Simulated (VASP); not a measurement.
# BaTiO3 (R3m) in VASP: notebook

The runs below take BaTiO3 through relaxation of shape and atoms at fixed volume, single point, with PBE.

Program: VASP 6.6.1. These are calculated values, not measurements. Logs are shortened: lines on timing, memory, paths and dates and some standing lists are left out, and cuts for length are marked.

### Step 1. The cell of the first run

The structure is trigonal, space group R3m (No. 160). Conventional cell: a = 5.896 Å, b = 5.896 Å, c = 7.334 Å, α = 90.00°, β = 90.00°, γ = 120.00°. Ba (site symmetry 3m) has 12 O at 2.84 to 3.12 Å and 8 Ti at 3.55 to 3.78 Å within 3.8 Å. Within 2.5 Å of Ti (site symmetry 3m) lie 6 O at 1.88 to 2.34 Å. Within 2.5 Å of O (site symmetry m) lie 2 Ti at 1.88 to 2.34 Å.

### Step 2. Relaxation of shape and atoms at fixed volume, PBE (14.72 Å³/atom)

Contents of INCAR:

```
SYSTEM = BaTiO3
ALGO     = Normal         ! electronic algorithm
EDIFF    = 1E-7           ! SCF threshold, eV
EDIFFG   = -0.01          ! ionic threshold
ENCUT    = 600            ! plane-wave cutoff, eV
GGA      = PE             ! functional
IBRION   = 2              ! ionic algorithm
ISIF     = 4              ! what is computed and relaxed
ISMEAR   = 0              ! smearing method
LASPH    = .TRUE.         ! aspherical terms in the spheres
LCHARG   = .FALSE.        ! write CHGCAR
LREAL    = .FALSE.        ! projectors in reciprocal space
LWAVE    = .FALSE.        ! write WAVECAR
NELM     = 100            ! most SCF steps
NSW      = 50             ! ionic steps
PREC     = Accurate       ! precision mode
SIGMA    = 0.02           ! smearing width, eV
```

Contents of KPOINTS:

```
k-points
0
G
  6 6 6
  0 0 0
```

Contents of POSCAR:

```
BaTiO3
1.0
    2.9480559342      1.7020608872      2.4446462999
   -2.9480559342      1.7020608872      2.4446462999
    0.0000000000     -3.4041217744      2.4446462999
Ba Ti O
1 1 3
Direct
    0.0097685668      0.0097685668      0.0097685668
    0.5254699766      0.5254699766      0.5254699766
    0.4865968896      0.4865968896      0.9702676775
    0.4865968896      0.9702676775      0.4865968896
    0.9702676775      0.4865968896      0.4865968896
```

Potentials or basis: VASP PAW PBE potentials, release 64 (Ba_sv, Ti_sv, O).

Launch:

```
$ cat potpaw_PBE.64/Ba_sv/POTCAR potpaw_PBE.64/Ti_sv/POTCAR potpaw_PBE.64/O/POTCAR > POTCAR
$ mpirun -np 1 vasp_std > vasp.out
```

OUTCAR:

```text
SYSTEM = BaTiO3
   EDIFF = 1E-7
   EDIFFG = -0.01
   ENCUT = 600
   GGA = PE
   IBRION = 2
   ISIF = 4
   ISMEAR = 0
   LASPH = .TRUE.
   LREAL = .FALSE.
   NELM = 100
   NSW = 50
   PREC = Accurate

 ion  position               nearest neighbor table
   1  0.010  0.010  0.010-   4 2.84   5 2.84   3 2.84   3 2.96   3 2.96   4 2.96   5 2.96   5 2.96
                             4 2.96   5 3.12   4 3.12   3 3.12   2 3.55   2 3.58   2 3.58   2 3.58
   2  0.525  0.525  0.525-   4 1.88   5 1.88   3 1.88   4 2.34   5 2.34   3 2.34   1 3.55   1 3.58
                             1 3.58   1 3.58   1 3.66   1 3.66   1 3.66   1 3.78
   3  0.487  0.487  0.970-   2 1.88   2 2.34   1 2.84   1 2.96   1 2.96   1 3.12
   4  0.487  0.970  0.487-   2 1.88   2 2.34   1 2.84   1 2.96   1 2.96   1 3.12
   5  0.970  0.487  0.487-   2 1.88   2 2.34   1 2.84   1 2.96   1 2.96   1 3.12

  LATTYP: Found a trigonal (rhomboedric) cell.
 ALAT       =     4.1909832482
 COS(alpha) =     0.0103774465

  Lattice vectors:

 A1 = (   2.9480559342,   1.7020608872,   2.4446462999)
 A2 = (  -2.9480559342,   1.7020608872,   2.4446462999)
 A3 = (   0.0000000000,  -3.4041217744,   2.4446462999)

Analysis of symmetry for initial positions (statically):
=====================================================================
 Subroutine PRICEL returns:
 Original cell was already a primitive cell.

 Routine SETGRP: Setting up the symmetry group for a
 trigonal (rhombohedral) supercell.

 Subroutine GETGRP returns: Found  6 space group operations
 (whereof  6 operations were pure point group operations)
 out of a pool of 12 trial point group operations.

The static configuration has the point symmetry C_3v.

Analysis of symmetry for dynamics (positions and initial velocities):
=====================================================================
 Subroutine PRICEL returns:
 Original cell was already a primitive cell.

 Routine SETGRP: Setting up the symmetry group for a
 trigonal (rhombohedral) supercell.

 Subroutine GETGRP returns: Found  6 space group operations
 (whereof  6 operations were pure point group operations)
 out of a pool of 12 trial point group operations.

The dynamic configuration has the point symmetry C_3v.

 Subroutine INISYM returns: Found  6 space group operations
 (whereof  6 operations are pure point group operations),
 and found     1 'primitive' translations

----------------------------------------------------------------------------------------

                                     Primitive cell

  volume of cell :      73.6000

  direct lattice vectors                    reciprocal lattice vectors
     2.948055934  1.702060887  2.444646300     0.169603295  0.097920508  0.136352377
    -2.948055934  1.702060887  2.444646300    -0.169603295  0.097920508  0.136352377
     0.000000000 -3.404121774  2.444646300     0.000000000 -0.195841016  0.136352377

  length of vectors
     4.190983248  4.190983248  4.190983248     0.238632928  0.238632928  0.238632928

  position of ions in fractional coordinates (direct lattice)
     0.009768567  0.009768567  0.009768567
     0.525469977  0.525469977  0.525469977
     0.486596890  0.486596890  0.970267677
     0.486596890  0.970267677  0.486596890
     0.970267677  0.486596890  0.486596890

  ion indices of the primitive-cell ions
   primitive index   ion index
                 1           1
                 2           2
                 3           3
                 4           4
                 5           5

----------------------------------------------------------------------------------------

 KPOINTS: k-points

Automatic generation of k-mesh.
 Grid dimensions read from file:
 generate k-points for:    6    6    6

 Generating k-lattice:

  Cartesian coordinates                     Fractional coordinates (reciprocal lattice)
     0.028267216  0.016320085  0.022725396     0.166666667  0.000000000  0.000000000
    -0.028267216  0.016320085  0.022725396     0.000000000  0.166666667  0.000000000
     0.000000000 -0.032640169  0.022725396     0.000000000  0.000000000  0.166666667

  Length of vectors
     0.039772155  0.039772155  0.039772155

  Shift w.r.t. Gamma in fractional coordinates (k-lattice)
     0.000000000  0.000000000  0.000000000

 Subroutine IBZKPT returns following result:
 ===========================================

 Found     32 irreducible k-points:

 Following reciprocal coordinates:
            Coordinates               Weight
  0.000000  0.000000  0.000000      1.000000
  0.166667 -0.000000  0.000000      6.000000
  0.333333 -0.000000  0.000000      6.000000
  0.500000  0.000000  0.000000      3.000000
  0.166667  0.166667  0.000000      6.000000
  0.333333  0.166667  0.000000     12.000000
[... 16 lines left out ...]
  0.500000  0.500000  0.166667      6.000000
 -0.333333  0.500000  0.166667     12.000000
 [... further k-points ...]
   k-points           NKPTS =     32   k-points in BZ     NKDIM =     32   number of bands    NBANDS=     24
   number of dos      NEDOS =    301   number of ions     NIONS =      5
   total plane-waves  NPLWV =  46656
   dimension x,y,z NGX =    36 NGY =   36 NGZ =   36
   dimension x,y,z NGXF=    72 NGYF=   72 NGZF=   72
   ions per type =               1   1   3
   NGX,Y,Z   is equivalent  to a cutoff of  14.28, 14.28, 14.28 a.u.
   NGXF,Y,Z  is equivalent  to a cutoff of  28.56, 28.56, 28.56 a.u.
 SYSTEM =  BaTiO3
   PREC   = accura    normal or accurate (medium, high low for compatibility)
   ISTART =      0    job   : 0-new  1-cont  2-samecut
   ICHARG =      2    charge: 1-file 2-atom 10-const
   ISPIN  =      1    spin polarized calculation?
   LNONCOLLINEAR =      F non collinear calculations
   LSORBIT =      F    spin-orbit coupling
   LASPH  =      T    aspherical Exc in radial PAW
   ENCUT  =  600.0 eV  44.10 Ry    6.64 a.u.   8.37  8.37  8.37*2*pi/ulx,y,z
   NELM   =    100;   NELMIN=  2; NELMDL= -5     # of ELM steps
   EDIFF  = 0.1E-06   stopping-criterion for ELM
   LREAL  =      F    real-space projection
   EDIFFG = -.1E-01   stopping-criterion for IOM
   NSW    =     50    number of steps for IOM
   IBRION =      2    ionic relax: 0-MD 1-quasi-New 2-CG
   NFREE  =      1    steps in history (QN), initial steepest desc. (CG)
   ISIF   =      4    stress and relaxation
   ISYM   =      2    0-nonsym 1-usesym 2-fastsym
   POTIM  = 0.5000    time-step for ionic-motion
   TEBEG  =    0.0;   TEEND  =   0.0 temperature during run
   PSTRESS=    0.0 pullay stress
   NELECT =      40.0000    total number of electrons
   NUPDOWN=      -1.0000    fix difference up-down
   EMIN   =  10.00;   EMAX   =-10.00  energy-range for DOS
   EFERMI =   0.00;   METHOD = LEGACY
   ISMEAR =     0;   SIGMA  =   0.02  broadening in eV -4-tet -1-fermi 0-gaus
   EFERMI_NEDOS =   21; number of points for ismear=-14 and -15
   IALGO  =     38    algorithm
   IMIX   =      4    mixing-type and parameters
     AMIX     =   0.40;   BMIX     =  1.00
     AMIX_MAG =   1.60;   BMIX_MAG =  1.00
  volume/ion in A,a.u.               =      14.72        99.34
  Fermi-wavevector in a.u.,A,eV,Ry     =   1.335987  2.524649 24.284500  1.784860
  Thomas-Fermi vector in A             =   2.464648
   LORBIT       =      0    0 simple, 1 ext, 2 COOP (PROOUT), +10 PAW based schemes
   GGA     = PE    functional components
   LHFCALC =     F    Hartree Fock is set to
   AEXX    =    0.0000 exact exchange contribution
   IVDW    =     0    specifies the selected vdW correction
   LEPSILON=     F    determine dielectric tensor
   LRPA    =     F    only Hartree local field effects (RPA)
 conjugate gradient relaxation of ions
 non-spin polarized calculation
 Gauss-broadening in eV      SIGMA  =   0.02
  energy-cutoff  :      600.00
  volume of cell :       73.60
 maximum number of plane-waves:      2481
 NGX is ok and might be reduce to    36
   NGX = 17   NGY = 17   NGZ = 17

--------------------------------------- Ionic step        1  -------------------------------------------

 number of electron      40.0000007 magnetization

 Free energy of the ion-electron system (eV)
  ---------------------------------------------------
  ext. energy  EPLUGINS =         0.00000000
  ---------------------------------------------------
  free energy    TOTEN  =       -39.93975245 eV

  energy without entropy =      -39.93975245  energy(sigma->0) =      -39.93975245

------------------------ aborting loop because EDIFF is reached ----------------------------------------

  FORCE on cell =-STRESS in cart. coord.  units (eV):
  Direction    XX          YY          ZZ          XY          YZ          ZX
  --------------------------------------------------------------------------------------
  -------------------------------------------------------------------------------------
  Total       -3.6832359     -3.6832359     -3.3712864      0.0000000     -0.0000000      0.0000000
  in kB      -80.1792557    -80.1792557    -73.3885205      0.0000000     -0.0000000      0.0000000
  external PRESSURE =     -77.9156773 kB  Pullay stress =       0.0000000 kB
[... 180 lines left out ...]
  energy  without entropy=      -39.9522216164  energy(sigma->0) =      -39.95222162

--------------------------------------- Ionic step        6  -------------------------------------------

 number of electron      40.0000001 magnetization

 Free energy of the ion-electron system (eV)
  ---------------------------------------------------
  ext. energy  EPLUGINS =         0.00000000
  ---------------------------------------------------
  free energy    TOTEN  =       -39.95227899 eV

  energy without entropy =      -39.95227899  energy(sigma->0) =      -39.95227899

 E-fermi :   2.8825     XC(G=0): -10.4847

 val. band max:        2.6941637197   @ k =   0.5000   0.5000   0.5000
 cond. band min:       5.6375391174   @ k =  -0.1667   0.1667   0.0000
 fundamental gap:      2.9433753977
 Fermi energy:         2.8824992632

 k-point     1 :       0.0000    0.0000    0.0000
  band No.  band energies     occupation
      1     -53.4963      2.00000
      2     -29.7767      2.00000
      3     -29.7589      2.00000
      4     -29.7589      2.00000
      5     -22.4749      2.00000
      6     -13.7301      2.00000
[... 637 lines left out ...]
     23       6.7451      0.00000
     24       8.0569      0.00000

 [... further k-points ...]
[... 5 lines left out ...]
  --------------------------------------------------------------------------------------
  -------------------------------------------------------------------------------------
  Total       -2.7452439     -2.7452439     -2.7608738      0.0000000     -0.0000000     -0.0000000
  in kB      -59.7603907    -59.7603907    -60.1006325      0.0000000     -0.0000000     -0.0000000
  external PRESSURE =     -59.8738046 kB  Pullay stress =       0.0000000 kB
[... 20 lines left out ...]
  FREE ENERGIE OF THE ION-ELECTRON SYSTEM (eV)
  ---------------------------------------------------
  free  energy   TOTEN  =       -39.9522789940 eV

  energy  without entropy=      -39.9522789940  energy(sigma->0) =      -39.95227899

 reached required accuracy - stopping structural energy minimisation
```

Run time: 2.6 min. Hardware: 1 thread of AMD EPYC 9R45 (Zen 5), shared host; peak memory 0.23 GiB.

What came out:

| Item | Value |
| --- | --- |
| Free energy | -39.9523 eV |
| Energy gained by relaxing | 2.5 meV/atom |
| Ionic steps | 6 |
| Pressure after relaxing | -6.0 GPa |
| Largest force after relaxing | 0.006 eV/Å |
| Band gap on the k mesh | 2.94 eV (least direct gap 3.56 eV) |

Forces on the atoms (eV/Å):
```
Ba   0.000  0.000  0.006
Ti   0.000  0.000  0.001
O    0.000  0.002 -0.002
O    0.002 -0.001 -0.002
O   -0.002 -0.001 -0.002
```

Step by step:
| step | energy change (eV) | largest force (eV/Å) | pressure (GPa) | volume (Å³) |
| --- | --- | --- | --- | --- |
| 1 | 0.0000 | 0.4274 | -7.79 | 73.60 |
| 2 | -0.0121 | 0.0419 | -6.00 | 73.60 |
| 3 | -0.0121 | 0.0406 | -6.07 | 73.60 |
| 4 | -0.0123 | 0.0350 | -6.05 | 73.60 |
| 5 | -0.0125 | 0.0233 | -5.99 | 73.60 |
| 6 | -0.0125 | 0.0057 | -5.99 | 73.60 |

Final structure:
```yaml
crystal:
  lattice:
    - [2.94370, 1.69954, 2.45189]
    - [-2.94370, 1.69954, 2.45189]
    - [0.00000, -3.39909, 2.45189]
  atoms:
    - { symbol: Ba, position: [0.01121, 0.01121, 0.01121] }
    - { symbol: Ti, position: [0.52829, 0.52829, 0.52829] }
    - { symbol: O, position: [0.48627, 0.48627, 0.96668] }
    - { symbol: O, position: [0.48627, 0.96668, 0.48627] }
    - { symbol: O, position: [0.96668, 0.48627, 0.48627] }
```

Caveat: spin-orbit coupling is left out, which moves the levels of the heavy elements. A k mesh can miss the band edges.

### Step 3. Single point, PBE (13.78 Å³/atom)

This run uses another cell than the first one, of 13.78 Å³/atom.

Contents of INCAR:

```
ALGO = Normal ; EDIFF = 1E-6
ENCUT = 520 ; GGA = PE
ISIF = 2 ; ISMEAR = 0
LASPH = True ; LCHARG = False
LREAL = False ; LWAVE = False
NBANDS = 28 ; NELM = 100
PREC = Accurate ; SIGMA = 0.02
```

Contents of KPOINTS:

```
k-points
0
Gamma
  6 6 6
```

Contents of POSCAR:

```
BaTiO3
1.0
    2.8880206974      1.6673995271      2.3852362890
   -2.8880206974      1.6673995271      2.3852362890
    0.0000000000     -3.3347990542      2.3852362889
Ba Ti O
1 1 3
Direct
    0.0073400755      0.0073400755      0.0073400755
    0.5225461636      0.5225461636      0.5225461636
    0.4874402905      0.4874402905      0.9739331800
    0.4874402905      0.9739331800      0.4874402905
    0.9739331800      0.4874402905      0.4874402905
```

Potentials or basis: VASP PAW PBE potentials, release 64 (Ba_sv, Ti_sv, O).

Launch:

```
$ cat potpaw_PBE.64/Ba_sv/POTCAR potpaw_PBE.64/Ti_sv/POTCAR potpaw_PBE.64/O/POTCAR > POTCAR
$ mpirun -np 1 vasp_std > vasp.out
```

Wall time 96 s (1 thread of Intel Xeon 8259CL, shared host); peak memory 0.21 GiB.

Results (log left out):

| Quantity | Value |
| --- | --- |
| Free energy | -40.0534 eV |
| Pressure | -1.1 GPa |
| Largest force | 0.103 eV/Å |
| Band gap on the k mesh | 2.75 eV (least direct gap 3.34 eV) |

Forces on the atoms (eV/Å):
```
Ba   0.000  0.000 -0.050
Ti   0.000  0.000 -0.103
O    0.000 -0.041  0.051
O   -0.035  0.020  0.051
O    0.035  0.020  0.051
```

Stress tensor (GPa, compression positive):
```
-1.03  0.00  0.00
 0.00 -1.03  0.00
 0.00  0.00 -1.14
```

Levels at points of the mesh, in eV from the valence-band top:
| k point | band 16 | band 17 | band 18 | band 19 | band 20 | band 21 | band 22 | band 23 | band 24 | band 25 |
| --- | --- | --- | --- | --- | --- | --- | --- | --- | --- | --- |
| (0.00, 0.00, 0.00) | -1.40 | -0.93 | -0.80 | -0.64 | -0.64 | 2.77 | 2.77 | 2.96 | 4.55 | 4.55 |
| (0.50, 0.00, 0.00) | -1.98 | -1.58 | -1.45 | -1.11 | -0.91 | 2.91 | 3.72 | 3.91 | 4.51 | 5.77 |
| (0.50, 0.50, 0.00) | -2.51 | -1.54 | -0.93 | -0.83 | -0.09 | 3.81 | 3.85 | 4.13 | 4.82 | 7.29 |
| (0.50, 0.50, 0.50) | -2.38 | -2.30 | -0.05 | -0.05 | 0.00 | 4.08 | 4.36 | 4.36 | 6.24 | 6.24 |

Caveat: spin-orbit coupling is left out, which moves the levels of the heavy elements. A k mesh can miss the band edges.

### Step 4. Single point, PBE (14.18 Å³/atom)

This run uses another cell than the first one, of 14.18 Å³/atom.

Contents of INCAR:

```
ALGO = Normal
EDIFF = 1E-6
ENCUT = 520
GGA = PE
ISIF = 2
ISMEAR = 0
LASPH = T
LCHARG = T
LELF = T
LREAL = F
LVHAR = T
LWAVE = F
NBANDS = 28
NELM = 80
PREC = Accurate
SIGMA = 0.02
```

KPOINTS is that of step 3.

Contents of POSCAR:

```
BaTiO3
1.0
    2.9118798150      1.6811745950      2.4146476100
   -2.9118798150      1.6811745950      2.4146476100
    0.0000000000     -3.3623491901      2.4146476100
Ba Ti O
1 1 3
Direct
    0.0097685668      0.0097685668      0.0097685668
    0.5254699766      0.5254699766      0.5254699766
    0.4865968896      0.4865968896      0.9702676775
    0.4865968896      0.9702676775      0.4865968896
    0.9702676775      0.4865968896      0.4865968896
```

Launch:

```
$ cat potpaw_PBE.64/Ba_sv/POTCAR potpaw_PBE.64/Ti_sv/POTCAR potpaw_PBE.64/O/POTCAR > POTCAR
$ mpirun -np 1 vasp_std > vasp.out
```

Wall time 79 s (1 thread of Intel Xeon 8259CL, shared host); peak memory 0.22 GiB.

It converged, with:

```yaml
Free_energy: -40.0218 eV
Pressure: -3.2 GPa
Largest_force: 0.111 eV/Å
Band_gap_on_the_k_mesh: 2.88 eV (least direct gap 3.46 eV)
```

Forces in eV/Å, atoms in the order of the input:
```
Ba   0.000  0.000 -0.050
Ti   0.000  0.000 -0.111
O    0.000 -0.050  0.054
O   -0.044  0.025  0.054
O    0.044  0.025  0.054
```

Stress tensor (GPa, compression positive):
```
-3.13  0.00  0.00
 0.00 -3.13  0.00
 0.00  0.00 -3.27
```

Levels at points of the mesh, in eV from the valence-band top:
| k point | band 18 | band 19 | band 20 | band 21 | band 22 | band 23 |
| --- | --- | --- | --- | --- | --- | --- |
| (0.00, 0.00, 0.00) | -0.87 | -0.73 | -0.73 | 2.93 | 2.93 | 3.13 |
| (0.50, 0.00, 0.00) | -1.39 | -1.16 | -0.93 | 3.05 | 3.73 | 3.95 |
| (0.50, 0.50, 0.00) | -0.94 | -0.81 | -0.09 | 3.81 | 3.88 | 4.13 |
| (0.50, 0.50, 0.50) | -0.06 | -0.06 | 0.00 | 4.01 | 4.35 | 4.35 |

Caveat: the cell stands under tension; spin-orbit coupling is left out, which moves the levels of the heavy elements.

(Part 1 of 2 ends here.)
